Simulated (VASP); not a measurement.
# Re (Fm-3m) in VASP: a series of runs

Re is run at these levels: PBE; tasks: single point.

Everything below comes from runs of VASP 6.6.1. Logs are shortened: lines on timing, memory, paths and dates and some standing lists are left out, and cuts for length are marked.

### Step 1. The cell of the first run

It takes space group Fm-3m (No. 225, cubic). The conventional cell has a = 3.992 Å, b = 3.992 Å, c = 3.992 Å, α = 90.00°, β = 90.00°, γ = 90.00°. Within 3.7 Å of Re (site symmetry m-3m) lie 12 Re at 2.82 Å.

### Step 2. Single point, PBE (volume scaled by 1.06)

File INCAR:

```
PREC     = Accurate       # precision mode
ENCUT    = 520            # plane-wave cutoff, eV
EDIFF    = 1E-7           # SCF threshold, eV
ISMEAR   = 0              # smearing method
SIGMA    = 0.1            # smearing width, eV
LREAL    = F              # projectors in reciprocal space
LASPH    = T              # aspherical terms in the spheres
NELM     = 100            # most SCF steps
ALGO     = Fast           # electronic algorithm
ISIF     = 2              # what is computed and relaxed
LWAVE    = F              # write WAVECAR
LCHARG   = F              # write CHGCAR
GGA      = PE             # functional
NBANDS   = 10             # bands
```

File KPOINTS:

```
regular mesh
0
Gamma
  18 18 18
```

File POSCAR:

```
Re
1.0
    0.0000000000      1.9961201090      1.9961201090
    1.9961201090      0.0000000000      1.9961201090
    1.9961201090      1.9961201090      0.0000000000
Re
1
Direct
    0.0000000000      0.0000000000      0.0000000000
```

Potentials or basis: VASP PAW PBE potentials, release 64 (Re).

Launch:

```bash
$ cat potpaw_PBE.64/Re/POTCAR > POTCAR
$ mpirun -np 1 vasp_std > vasp.out
```

OUTCAR:

```text
PREC = Accurate
   ENCUT = 520
   EDIFF = 1E-7
   ISMEAR = 0
   LREAL = F
   LASPH = T
   NELM = 100
   ISIF = 2
   GGA = PE

 ion  position               nearest neighbor table
   1  0.000  0.000  0.000-

  LATTYP: Found a face centered cubic cell.
 ALAT       =     3.9922402180

  Lattice vectors:

 A1 = (   0.0000000000,   1.9961201090,   1.9961201090)
 A2 = (   1.9961201090,   0.0000000000,   1.9961201090)
 A3 = (   1.9961201090,   1.9961201090,   0.0000000000)

Analysis of symmetry for initial positions (statically):
=====================================================================
 Subroutine PRICEL returns:
 Original cell was already a primitive cell.

 Routine SETGRP: Setting up the symmetry group for a
 face centered cubic supercell.

 Subroutine GETGRP returns: Found 48 space group operations
 (whereof 48 operations were pure point group operations)
 out of a pool of 48 trial point group operations.

The static configuration has the point symmetry O_h .

Analysis of symmetry for dynamics (positions and initial velocities):
=====================================================================
 Subroutine PRICEL returns:
 Original cell was already a primitive cell.

 Routine SETGRP: Setting up the symmetry group for a
 face centered cubic supercell.

 Subroutine GETGRP returns: Found 48 space group operations
 (whereof 48 operations were pure point group operations)
 out of a pool of 48 trial point group operations.

The dynamic configuration has the point symmetry O_h .

 Subroutine INISYM returns: Found 48 space group operations
 (whereof 48 operations are pure point group operations),
 and found     1 'primitive' translations

----------------------------------------------------------------------------------------

                                     Primitive cell

  volume of cell :      15.9071

  direct lattice vectors                    reciprocal lattice vectors
     0.000000000  1.996120109  1.996120109    -0.250485929  0.250485929  0.250485929
     1.996120109  0.000000000  1.996120109     0.250485929 -0.250485929  0.250485929
     1.996120109  1.996120109  0.000000000     0.250485929  0.250485929 -0.250485929

  length of vectors
     2.822940130  2.822940130  2.822940130     0.433854356  0.433854356  0.433854356

  position of ions in fractional coordinates (direct lattice)
     0.000000000  0.000000000  0.000000000

  ion indices of the primitive-cell ions
   primitive index   ion index
                 1           1

----------------------------------------------------------------------------------------

 KPOINTS: regular mesh

Automatic generation of k-mesh.
 Grid dimensions read from file:
 generate k-points for:   18   18   18

 Generating k-lattice:

  Cartesian coordinates                     Fractional coordinates (reciprocal lattice)
    -0.013915885  0.013915885  0.013915885     0.055555556  0.000000000  0.000000000
     0.013915885 -0.013915885  0.013915885     0.000000000  0.055555556  0.000000000
     0.013915885  0.013915885 -0.013915885     0.000000000  0.000000000  0.055555556

  Length of vectors
     0.024103020  0.024103020  0.024103020

  Shift w.r.t. Gamma in fractional coordinates (k-lattice)
     0.000000000  0.000000000  0.000000000

 Subroutine IBZKPT returns following result:
 ===========================================

 Found    195 irreducible k-points:

 Following reciprocal coordinates:
            Coordinates               Weight
  0.000000  0.000000  0.000000      1.000000
  0.055556  0.000000  0.000000      8.000000
  0.111111  0.000000  0.000000      8.000000
  0.166667  0.000000  0.000000      8.000000
  0.222222  0.000000  0.000000      8.000000
  0.277778  0.000000  0.000000      8.000000
[... 16 lines left out ...]
 -0.277778  0.055556  0.000000     24.000000
 -0.222222  0.055556  0.000000     24.000000
 [... further k-points ...]
   k-points           NKPTS =    195   k-points in BZ     NKDIM =    195   number of bands    NBANDS=     10
   number of dos      NEDOS =    301   number of ions     NIONS =      1
   total plane-waves  NPLWV =  13824
   dimension x,y,z NGX =    24 NGY =   24 NGZ =   24
   dimension x,y,z NGXF=    48 NGYF=   48 NGZF=   48
   ions per type =               1
   NGX,Y,Z   is equivalent  to a cutoff of  14.13, 14.13, 14.13 a.u.
   NGXF,Y,Z  is equivalent  to a cutoff of  28.27, 28.27, 28.27 a.u.
 SYSTEM =  unknown system
   PREC   = accura    normal or accurate (medium, high low for compatibility)
   ISTART =      0    job   : 0-new  1-cont  2-samecut
   ICHARG =      2    charge: 1-file 2-atom 10-const
   ISPIN  =      1    spin polarized calculation?
   LNONCOLLINEAR =      F non collinear calculations
   LSORBIT =      F    spin-orbit coupling
   LASPH  =      T    aspherical Exc in radial PAW
   ENCUT  =  520.0 eV  38.22 Ry    6.18 a.u.   5.25  5.25  5.25*2*pi/ulx,y,z
   NELM   =    100;   NELMIN=  2; NELMDL= -5     # of ELM steps
   EDIFF  = 0.1E-06   stopping-criterion for ELM
   LREAL  =      F    real-space projection
   EDIFFG = 0.1E-05   stopping-criterion for IOM
   NSW    =      0    number of steps for IOM
   IBRION =     -1    ionic relax: 0-MD 1-quasi-New 2-CG
   NFREE  =      0    steps in history (QN), initial steepest desc. (CG)
   ISIF   =      2    stress and relaxation
   ISYM   =      2    0-nonsym 1-usesym 2-fastsym
   POTIM  = 0.5000    time-step for ionic-motion
   TEBEG  =    0.0;   TEEND  =   0.0 temperature during run
   PSTRESS=    0.0 pullay stress
   NELECT =       7.0000    total number of electrons
   NUPDOWN=      -1.0000    fix difference up-down
   EMIN   =  10.00;   EMAX   =-10.00  energy-range for DOS
   EFERMI =   0.00;   METHOD = LEGACY
   ISMEAR =     0;   SIGMA  =   0.10  broadening in eV -4-tet -1-fermi 0-gaus
   EFERMI_NEDOS =   21; number of points for ismear=-14 and -15
   IALGO  =     68    algorithm
   IMIX   =      4    mixing-type and parameters
     AMIX     =   0.40;   BMIX     =  1.00
     AMIX_MAG =   1.60;   BMIX_MAG =  1.00
  volume/ion in A,a.u.               =      15.91       107.35
  Fermi-wavevector in a.u.,A,eV,Ry     =   1.245215  2.353114 21.096639  1.550559
  Thomas-Fermi vector in A             =   2.379447
   LORBIT       =      0    0 simple, 1 ext, 2 COOP (PROOUT), +10 PAW based schemes
   GGA     = PE    functional components
   LHFCALC =     F    Hartree Fock is set to
   AEXX    =    0.0000 exact exchange contribution
   IVDW    =     0    specifies the selected vdW correction
   LEPSILON=     F    determine dielectric tensor
   LRPA    =     F    only Hartree local field effects (RPA)
 non-spin polarized calculation
 RMM-DIIS sequential band-by-band and
 Gauss-broadening in eV      SIGMA  =   0.10
  energy-cutoff  :      520.00
  volume of cell :       15.91
 maximum number of plane-waves:       444
 NGX is ok and might be reduce to    24
   NGX = 11   NGY = 11   NGZ = 11

 number of electron       7.0000000 magnetization

 Free energy of the ion-electron system (eV)
  ---------------------------------------------------
  ext. energy  EPLUGINS =         0.00000000
  ---------------------------------------------------
  free energy    TOTEN  =       -12.30498255 eV

  energy without entropy =      -12.30024469  energy(sigma->0) =      -12.30261362

 E-fermi :   7.1906     XC(G=0): -13.3051

 val. band max:        7.1798139509   @ k =   0.4444   0.2222   0.0000
 cond. band min:       7.2147331609   @ k =  -0.4444   0.3889   0.0000
 fundamental gap:      0.0349192100
 Fermi energy:         7.1905550850

 k-point     1 :       0.0000    0.0000    0.0000
  band No.  band energies     occupation
      1      -2.3740      2.00000
      2       5.4887      2.00000
      3       5.4887      2.00000
      4       5.4887      2.00000
      5       8.3167      0.00000
      6       8.3167      0.00000
      7      21.0417      0.00000
      8      26.2615      0.00000
      9      26.2615      0.00000
     10      26.2615      0.00000

 k-point     2 :       0.0556    0.0000    0.0000
  band No.  band energies     occupation
      1      -2.2422      2.00000
      2       5.4009      2.00000
      3       5.5499      2.00000
      4       5.5499      2.00000
      5       8.2696      0.00000
      6       8.2696      0.00000
      7      21.2938      0.00000
      8      25.5430      0.00000
      9      26.4968      0.00000
     10      26.4968      0.00000

 k-point     3 :       0.1111    0.0000    0.0000
  band No.  band energies     occupation
      1      -1.8598      2.00000
      2       5.1735      2.00000
      3       5.7097      2.00000
      4       5.7097      2.00000
      5       8.1651      0.00000
      6       8.1651      0.00000
      7      21.9813      0.00000
      8      24.2147      0.00000
      9      27.1805      0.00000
     10      27.1805      0.00000

 k-point     4 :       0.1667    0.0000    0.0000
  band No.  band energies     occupation
      1      -1.2696      2.00000
      2       4.9000      2.00000
      3       5.8860      2.00000
      4       5.8860      2.00000
      5       8.1159      0.00000
      6       8.1159      0.00000
      7      22.4790      0.00000
      8      23.3267      0.00000
      9      28.2505      0.00000
     10      28.2505      0.00000
[... 222 lines left out ...]
 k-point    22 :      -0.3333    0.0556    0.0000
  band No.  band energies     occupation
      1       0.8071      2.00000
      2       5.3592      2.00000
      3       5.5175      2.00000
      4       5.6712      2.00000
      5       9.1558      0.00000
      6      10.0775      0.00000
      7      18.6255      0.00000
      8      22.3200      0.00000
      9      27.5963      0.00000
     10      29.5414      0.00000

 k-point    23 :      -0.2778    0.0556    0.0000
  band No.  band energies     occupation
      1       0.4211      2.00000
      2       4.7756      2.00000
      3       5.7314      2.00000
      4       5.8729      2.00000
      5       8.4786      0.00000
      6       9.4443      0.00000
      7      19.9243      0.00000
      8      23.5582      0.00000
      9      28.6633      0.00000
     10      30.1051      0.00000

 k-point    24 :      -0.2222    0.0556    0.0000
  band No.  band energies     occupation
      1      -0.2104      2.00000
      2       4.5986      2.00000
      3       5.9059      2.00000
      4       6.0297      2.00000
      5       7.9565      0.00000
      6       8.8793      0.00000
      7      21.1403      0.00000
      8      24.1982      0.00000
      9      28.7102      0.00000
     10      29.7862      0.00000

 [... further k-points ...]
[... 5 lines left out ...]
  --------------------------------------------------------------------------------------
  -------------------------------------------------------------------------------------
  Total       -1.9244764     -1.9244764     -1.9244764      0.0000000     -0.0000000      0.0000000
  in kB     -193.8354337   -193.8354337   -193.8354337      0.0000000     -0.0000000      0.0000000
  external PRESSURE =    -193.8354337 kB  Pullay stress =       0.0000000 kB

 VOLUME and BASIS-vectors are now :
 -----------------------------------------------------------------------------
  energy-cutoff  :      520.00
  volume of cell :       15.91
      direct lattice vectors                 reciprocal lattice vectors
     0.000000000  1.996120109  1.996120109    -0.250485929  0.250485929  0.250485929
     1.996120109  0.000000000  1.996120109     0.250485929 -0.250485929  0.250485929
     1.996120109  1.996120109  0.000000000     0.250485929  0.250485929 -0.250485929

 POSITION                                       TOTAL-FORCE (eV/Angst)
 -----------------------------------------------------------------------------------
      0.00000      0.00000      0.00000        -0.000000     -0.000000     -0.000000
 -----------------------------------------------------------------------------------
    total drift:                               -0.000000      0.000000     -0.000000

  FREE ENERGIE OF THE ION-ELECTRON SYSTEM (eV)
  ---------------------------------------------------
  free  energy   TOTEN  =       -12.3049825514 eV

  energy  without entropy=      -12.3002446898  energy(sigma->0) =      -12.30261362
```

It took 33 s on 1 thread of Intel Xeon Platinum 8559C (Emerald Rapids), shared host; peak memory 0.17 GiB.

Results:

```yaml
Free_energy: -12.3050 eV
Pressure: -19.4 GPa
```

Caveat: spin-orbit coupling is left out, which moves the levels of the heavy elements.

### Step 3. Single point, PBE (volume scaled by 1.10)

File INCAR:

```
ALGO = Normal
EDIFF = 1E-6
ENCUT = 520
GGA = PE
ISIF = 2
ISMEAR = 0
LASPH = True
LCHARG = False
LREAL = False
LWAVE = False
NBANDS = 10
NELM = 100
PREC = Accurate
SIGMA = 0.1
```

File KPOINTS:

```
k-points
0
Gamma
  18 18 18
```

File POSCAR:

```
Re
1.0
    0.0000000000      2.0209191678      2.0209191678
    2.0209191678      0.0000000000      2.0209191678
    2.0209191678      2.0209191678      0.0000000000
Re
1
Direct
    0.0000000000      0.0000000000      0.0000000000
```

Potentials or basis: VASP PAW PBE potentials, release 64 (Re).

Launch:

```bash
$ cat potpaw_PBE.64/Re/POTCAR > POTCAR
$ mpirun -np 1 vasp_std > vasp.out
```

It took 17 s on 1 thread of Intel Xeon Platinum 8559C (Emerald Rapids), shared host; peak memory 0.16 GiB.

Results (log left out):

- Free energy: -12.2146 eV
- Pressure: -28.8 GPa

Levels at points of the mesh, in eV from the Fermi level:
```csv
k point,band 2,band 3,band 4,band 5,band 6,band 7
"(0.00, 0.00, 0.00)",-1.61,-1.61,-1.61,1.06,1.06,13.81
"(0.50, 0.00, 0.00)",-1.77,-1.77,0.11,3.19,3.19,8.40
"(0.50, 0.50, 0.00)",-5.07,2.39,3.13,3.80,3.80,11.07
```

Caveat: spin-orbit coupling is left out, which moves the levels of the heavy elements.
